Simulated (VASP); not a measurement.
# Sn (Pm-3m) in VASP: single point with LDA

Aim: the single point of Sn with LDA.

All numbers are computed with VASP 6.6.1; they aren't measurements. Logs are shortened: lines on timing, memory, paths and dates and some standing lists are left out, and cuts for length are marked.

## (1) The cell of the first run

It takes space group Pm-3m (No. 221, cubic). Conventional cell: a = 3.502 Å, b = 3.502 Å, c = 3.502 Å, α = 90.00°, β = 90.00°, γ = 90.00°. Within 4.6 Å of Sn (site symmetry m-3m) lie 6 Sn at 3.50 Å.

## (2) Single point, LDA

File INCAR:

```
SYSTEM = Sn
PREC = Accurate ; ENCUT = 500
EDIFF = 1E-6 ; ISMEAR = -1
SIGMA = 0.05 ; LREAL = .FALSE.
LASPH = .TRUE. ; NELM = 120
ALGO = Normal ; ISIF = 2
LWAVE = .FALSE. ; LCHARG = .FALSE.
NBANDS = 13 ; GGA_COMPAT = .FALSE.
```

File KPOINTS:

```
Automatic mesh
0
G
  8 8 8
  0 0 0
```

File POSCAR:

```
Sn
1.0
    3.5020000000      0.0000000000      0.0000000000
    0.0000000000      3.5020000000      0.0000000000
    0.0000000000      0.0000000000      3.5020000000
Sn
1
Direct
    0.5000000000      0.5000000000      0.5000000000
```

Potentials or basis: VASP PAW LDA potentials, release 64 (Sn_d).

Run with:

```sh
cat potpaw_LDA.64/Sn_d/POTCAR > POTCAR
mpirun -np 1 vasp_std > vasp.out
```

OUTCAR:

```text
SYSTEM = Sn
   PREC = Accurate
   ENCUT = 500
   EDIFF = 1E-6
   ISMEAR = -1
   LREAL = .FALSE.
   LASPH = .TRUE.
   NELM = 120
   ISIF = 2

 ion  position               nearest neighbor table
   1  0.500  0.500  0.500-

  LATTYP: Found a simple cubic cell.
 ALAT       =     3.5020000000

  Lattice vectors:

 A1 = (   3.5020000000,   0.0000000000,   0.0000000000)
 A2 = (   0.0000000000,   3.5020000000,   0.0000000000)
 A3 = (   0.0000000000,   0.0000000000,   3.5020000000)

Analysis of symmetry for initial positions (statically):
=====================================================================
 Subroutine PRICEL returns:
 Original cell was already a primitive cell.

 Routine SETGRP: Setting up the symmetry group for a
 simple cubic supercell.

 Subroutine GETGRP returns: Found 48 space group operations
 (whereof 48 operations were pure point group operations)
 out of a pool of 48 trial point group operations.

The static configuration has the point symmetry O_h .

Analysis of symmetry for dynamics (positions and initial velocities):
=====================================================================
 Subroutine PRICEL returns:
 Original cell was already a primitive cell.

 Routine SETGRP: Setting up the symmetry group for a
 simple cubic supercell.

 Subroutine GETGRP returns: Found 48 space group operations
 (whereof 48 operations were pure point group operations)
 out of a pool of 48 trial point group operations.

The dynamic configuration has the point symmetry O_h .

 Subroutine INISYM returns: Found 48 space group operations
 (whereof 48 operations are pure point group operations),
 and found     1 'primitive' translations

----------------------------------------------------------------------------------------

                                     Primitive cell

  volume of cell :      42.9485

  direct lattice vectors                    reciprocal lattice vectors
     3.502000000  0.000000000  0.000000000     0.285551114  0.000000000  0.000000000
     0.000000000  3.502000000  0.000000000     0.000000000  0.285551114  0.000000000
     0.000000000  0.000000000  3.502000000     0.000000000  0.000000000  0.285551114

  length of vectors
     3.502000000  3.502000000  3.502000000     0.285551114  0.285551114  0.285551114

  position of ions in fractional coordinates (direct lattice)
     0.500000000  0.500000000  0.500000000

  ion indices of the primitive-cell ions
   primitive index   ion index
                 1           1

----------------------------------------------------------------------------------------

 KPOINTS: Automatic mesh

Automatic generation of k-mesh.
 Grid dimensions read from file:
 generate k-points for:    8    8    8

 Generating k-lattice:

  Cartesian coordinates                     Fractional coordinates (reciprocal lattice)
     0.035693889  0.000000000  0.000000000     0.125000000  0.000000000  0.000000000
     0.000000000  0.035693889  0.000000000     0.000000000  0.125000000  0.000000000
     0.000000000  0.000000000  0.035693889     0.000000000  0.000000000  0.125000000

  Length of vectors
     0.035693889  0.035693889  0.035693889

  Shift w.r.t. Gamma in fractional coordinates (k-lattice)
     0.000000000  0.000000000  0.000000000

 Subroutine IBZKPT returns following result:
 ===========================================

 Found     35 irreducible k-points:

 Following reciprocal coordinates:
            Coordinates               Weight
  0.000000  0.000000  0.000000      1.000000
  0.125000  0.000000  0.000000      6.000000
  0.250000  0.000000  0.000000      6.000000
  0.375000  0.000000  0.000000      6.000000
  0.500000  0.000000  0.000000      3.000000
  0.125000  0.125000  0.000000     12.000000
[... 16 lines left out ...]
  0.375000  0.375000  0.125000     24.000000
  0.500000  0.375000  0.125000     24.000000
 [... further k-points ...]
   k-points           NKPTS =     35   k-points in BZ     NKDIM =     35   number of bands    NBANDS=     13
   number of dos      NEDOS =    301   number of ions     NIONS =      1
   total plane-waves  NPLWV =  21952
   dimension x,y,z NGX =    28 NGY =   28 NGZ =   28
   dimension x,y,z NGXF=    56 NGYF=   56 NGZF=   56
   ions per type =               1
   NGX,Y,Z   is equivalent  to a cutoff of  13.29, 13.29, 13.29 a.u.
   NGXF,Y,Z  is equivalent  to a cutoff of  26.58, 26.58, 26.58 a.u.
 SYSTEM =  Sn
   PREC   = accura    normal or accurate (medium, high low for compatibility)
   ISTART =      0    job   : 0-new  1-cont  2-samecut
   ICHARG =      2    charge: 1-file 2-atom 10-const
   ISPIN  =      1    spin polarized calculation?
   LNONCOLLINEAR =      F non collinear calculations
   LSORBIT =      F    spin-orbit coupling
   LASPH  =      T    aspherical Exc in radial PAW
   ENCUT  =  500.0 eV  36.75 Ry    6.06 a.u.   6.38  6.38  6.38*2*pi/ulx,y,z
   NELM   =    120;   NELMIN=  2; NELMDL= -5     # of ELM steps
   EDIFF  = 0.1E-05   stopping-criterion for ELM
   LREAL  =      F    real-space projection
   EDIFFG = 0.1E-04   stopping-criterion for IOM
   NSW    =      0    number of steps for IOM
   IBRION =     -1    ionic relax: 0-MD 1-quasi-New 2-CG
   NFREE  =      0    steps in history (QN), initial steepest desc. (CG)
   ISIF   =      2    stress and relaxation
   ISYM   =      2    0-nonsym 1-usesym 2-fastsym
   POTIM  = 0.5000    time-step for ionic-motion
   TEBEG  =    0.0;   TEEND  =   0.0 temperature during run
   PSTRESS=    0.0 pullay stress
   NELECT =      14.0000    total number of electrons
   NUPDOWN=      -1.0000    fix difference up-down
   EMIN   =  10.00;   EMAX   =-10.00  energy-range for DOS
   EFERMI =   0.00;   METHOD = LEGACY
   ISMEAR =    -1;   SIGMA  =   0.05  broadening in eV -4-tet -1-fermi 0-gaus
   EFERMI_NEDOS =   21; number of points for ismear=-14 and -15
   IALGO  =     38    algorithm
   IMIX   =      4    mixing-type and parameters
     AMIX     =   0.40;   BMIX     =  1.00
     AMIX_MAG =   1.60;   BMIX_MAG =  1.00
  volume/ion in A,a.u.               =      42.95       289.83
  Fermi-wavevector in a.u.,A,eV,Ry     =   1.126682  2.129120 17.271404  1.269412
  Thomas-Fermi vector in A             =   2.263365
   LORBIT       =      0    0 simple, 1 ext, 2 COOP (PROOUT), +10 PAW based schemes
   GGA     = CA    functional components
   LHFCALC =     F    Hartree Fock is set to
   AEXX    =    0.0000 exact exchange contribution
   IVDW    =     0    specifies the selected vdW correction
   LEPSILON=     F    determine dielectric tensor
   LRPA    =     F    only Hartree local field effects (RPA)
 non-spin polarized calculation
  energy-cutoff  :      500.00
  volume of cell :       42.95
 maximum number of plane-waves:      1110
 NGX is ok and might be reduce to    28
   NGX = 13   NGY = 13   NGZ = 13

 number of electron      14.0000003 magnetization

 Free energy of the ion-electron system (eV)
  ---------------------------------------------------
  ext. energy  EPLUGINS =         0.00000000
  ---------------------------------------------------
  free energy    TOTEN  =        -3.76970093 eV

  energy without entropy =       -3.76191089  energy(sigma->0) =       -3.76580591

 E-fermi :   3.1219     XC(G=0):  -8.5203

 val. band max:        3.1168824805   @ k =   0.2500   0.1250   0.0000
 cond. band min:       3.2714273630   @ k =   0.5000   0.3750   0.2500
 fundamental gap:      0.1545448825
 Fermi energy:         3.1219399009

 k-point     1 :       0.0000    0.0000    0.0000
  band No.  band energies     occupation
      1     -18.1812      2.00000
      2     -18.1812      2.00000
      3     -18.0721      2.00000
      4     -18.0721      2.00000
      5     -18.0721      2.00000
      6      -5.4837      2.00000
      7       6.8978      0.00000
      8       6.8978      0.00000
      9       6.8978      0.00000
     10      10.2624      0.00000
     11      10.5301      0.00000
     12      10.5301      0.00000
     13      20.6028      0.00000

 k-point     2 :       0.1250    0.0000    0.0000
  band No.  band energies     occupation
      1     -18.1807      2.00000
      2     -18.1674      2.00000
      3     -18.0761      2.00000
      4     -18.0761      2.00000
      5     -18.0718      2.00000
      6      -5.3191      2.00000
      7       5.2501      0.00000
      8       7.0540      0.00000
      9       7.0540      0.00000
     10      10.5092      0.00000
     11      10.6865      0.00000
     12      12.4290      0.00000
     13      18.6636      0.00000

 k-point     3 :       0.2500    0.0000    0.0000
  band No.  band energies     occupation
      1     -18.1793      2.00000
      2     -18.1337      2.00000
      3     -18.0857      2.00000
      4     -18.0857      2.00000
      5     -18.0710      2.00000
      6      -4.8498      2.00000
      7       2.9536      1.93331
      8       7.4777      0.00000
      9       7.4777      0.00000
     10      11.0124      0.00000
     11      11.1482      0.00000
     12      15.3690      0.00000
     13      16.5261      0.00000

 k-point     4 :       0.3750    0.0000    0.0000
  band No.  band energies     occupation
      1     -18.1778      2.00000
      2     -18.1000      2.00000
      3     -18.0953      2.00000
      4     -18.0953      2.00000
      5     -18.0703      2.00000
      6      -4.2023      2.00000
      7       1.1268      2.00000
      8       8.0001      0.00000
      9       8.0001      0.00000
     10      11.8570      0.00000
     11      11.8640      0.00000
     12      14.5879      0.00000
     13      14.9557      0.00000

 k-point     5 :       0.5000    0.0000    0.0000
  band No.  band energies     occupation
      1     -18.1772      2.00000
      2     -18.0993      2.00000
      3     -18.0993      2.00000
      4     -18.0860      2.00000
      5     -18.0700      2.00000
      6      -3.8234      2.00000
      7       0.3460      2.00000
      8       8.2632      0.00000
      9       8.2632      0.00000
     10      12.4158      0.00000
     11      12.9895      0.00000
     12      13.1286      0.00000
     13      14.2324      0.00000

 k-point     6 :       0.1250    0.1250    0.0000
  band No.  band energies     occupation
      1     -18.1735      2.00000
      2     -18.1600      2.00000
      3     -18.0802      2.00000
      4     -18.0759      2.00000
      5     -18.0757      2.00000
      6      -5.1547      2.00000
      7       5.4065      0.00000
      8       5.4168      0.00000
      9       7.2100      0.00000
     10      10.7506      0.00000
     11      12.4265      0.00000
     12      12.6715      0.00000
     13      16.3680      0.00000

 k-point     7 :       0.2500    0.1250    0.0000
  band No.  band energies     occupation
      1     -18.1697      2.00000
      2     -18.1287      2.00000
      3     -18.0902      2.00000
      4     -18.0854      2.00000
      5     -18.0750      2.00000
      6      -4.6856      2.00000
      7       3.1169      1.05053
      8       5.8619      0.00000
      9       7.6335      0.00000
     10      11.2131      0.00000
     11      12.6678      0.00000
     12      14.2010      0.00000
     13      15.9691      0.00000
[... 193 lines left out ...]
 k-point    20 :       0.2500    0.2500    0.1250
  band No.  band energies     occupation
      1     -18.1409      2.00000
      2     -18.1073      2.00000
      3     -18.1005      2.00000
      4     -18.0891      2.00000
      5     -18.0886      2.00000
      6      -4.0525      2.00000
      7       3.6915      0.00002
      8       3.7816      0.00000
      9       6.4698      0.00000
     10      11.3626      0.00000
     11      13.2142      0.00000
     12      14.5713      0.00000
     13      14.9379      0.00000

 k-point    21 :       0.3750    0.2500    0.1250
  band No.  band energies     occupation
      1     -18.1354      2.00000
      2     -18.1112      2.00000
      3     -18.0987      2.00000
      4     -18.0880      2.00000
      5     -18.0771      2.00000
      6      -3.4045      2.00000
      7       1.9078      2.00000
      8       4.3427      0.00000
      9       7.0546      0.00000
     10       9.7539      0.00000
     11      12.5429      0.00000
     12      14.3923      0.00000
     13      15.5775      0.00000

 k-point    22 :       0.5000    0.2500    0.1250
  band No.  band energies     occupation
      1     -18.1342      2.00000
      2     -18.1156      2.00000
      3     -18.1027      2.00000
      4     -18.0876      2.00000
      5     -18.0636      2.00000
      6      -3.0246      2.00000
      7       1.1253      2.00000
      8       4.6778      0.00000
      9       7.3793      0.00000
     10       9.0526      0.00000
     11      11.9766      0.00000
     12      14.6924      0.00000
     13      16.1398      0.00000

 k-point    23 :       0.3750    0.3750    0.1250
  band No.  band energies     occupation
      1     -18.1233      2.00000
      2     -18.1223      2.00000
      3     -18.0978      2.00000
      4     -18.0976      2.00000
      5     -18.0537      2.00000
      6      -2.7524      2.00000
      7       2.4637      2.00000
      8       2.5537      1.99998
      9       7.6112      0.00000
     10       8.1072      0.00000
     11      13.0373      0.00000
     12      13.5435      0.00000
     13      15.8204      0.00000

 k-point    24 :       0.5000    0.3750    0.1250
  band No.  band energies     occupation
      1     -18.1273      2.00000
      2     -18.1197      2.00000
      3     -18.1017      2.00000
      4     -18.0973      2.00000
      5     -18.0420      2.00000
      6      -2.3673      2.00000
      7       1.7182      2.00000
      8       2.8390      1.99304
      9       7.3971      0.00000
     10       7.9343      0.00000
     11      12.6840      0.00000
     12      13.7466      0.00000
     13      16.4046      0.00000

 [... further k-points ...]
[... 5 lines left out ...]
  --------------------------------------------------------------------------------------
  -------------------------------------------------------------------------------------
  Total       -2.3748327     -2.3748327     -2.3748327      0.0000000      0.0000000      0.0000000
  in kB      -88.5921361    -88.5921361    -88.5921361      0.0000000      0.0000000      0.0000000
  external PRESSURE =     -88.5921361 kB  Pullay stress =       0.0000000 kB

 VOLUME and BASIS-vectors are now :
 -----------------------------------------------------------------------------
  energy-cutoff  :      500.00
  volume of cell :       42.95
      direct lattice vectors                 reciprocal lattice vectors
     3.502000000  0.000000000  0.000000000     0.285551114  0.000000000  0.000000000
     0.000000000  3.502000000  0.000000000     0.000000000  0.285551114  0.000000000
     0.000000000  0.000000000  3.502000000     0.000000000  0.000000000  0.285551114

 POSITION                                       TOTAL-FORCE (eV/Angst)
 -----------------------------------------------------------------------------------
      1.75100      1.75100      1.75100         0.000000      0.000000      0.000000
 -----------------------------------------------------------------------------------
    total drift:                                0.000000      0.000000      0.000000

  FREE ENERGIE OF THE ION-ELECTRON SYSTEM (eV)
  ---------------------------------------------------
  free  energy   TOTEN  =        -3.7697009336 eV

  energy  without entropy=       -3.7619108858  energy(sigma->0) =       -3.76580591
```

Wall time 20 s (1 thread of Intel Xeon 8259CL, shared host); peak memory 0.14 GiB.

Results:

* Free energy: -3.7697 eV
* Pressure: -8.9 GPa
* Band gap on the k mesh: zero (band 7 reaches 6.90 eV, above the bottom of band 8 at 1.88 eV)

Levels at points of the mesh, in eV from the Fermi level:
| k point | band 3 | band 4 | band 5 | band 6 | band 7 | band 8 | band 9 | band 10 | band 11 | band 12 |
| --- | --- | --- | --- | --- | --- | --- | --- | --- | --- | --- |
| (0.00, 0.00, 0.00) | -21.19 | -21.19 | -21.19 | -8.61 | 3.78 | 3.78 | 3.78 | 7.14 | 7.41 | 7.41 |
| (0.50, 0.00, 0.00) | -21.22 | -21.21 | -21.19 | -6.95 | -2.78 | 5.14 | 5.14 | 9.29 | 9.87 | 10.01 |
| (0.50, 0.50, 0.00) | -21.22 | -21.22 | -21.15 | -5.26 | -1.24 | -1.24 | 3.42 | 6.46 | 12.04 | 12.31 |
| (0.50, 0.50, 0.50) | -21.25 | -21.15 | -21.15 | -3.50 | 0.17 | 0.17 | 0.17 | 5.59 | 5.59 | 5.59 |

Caveat: spin-orbit coupling is left out, which moves the levels of the heavy elements.
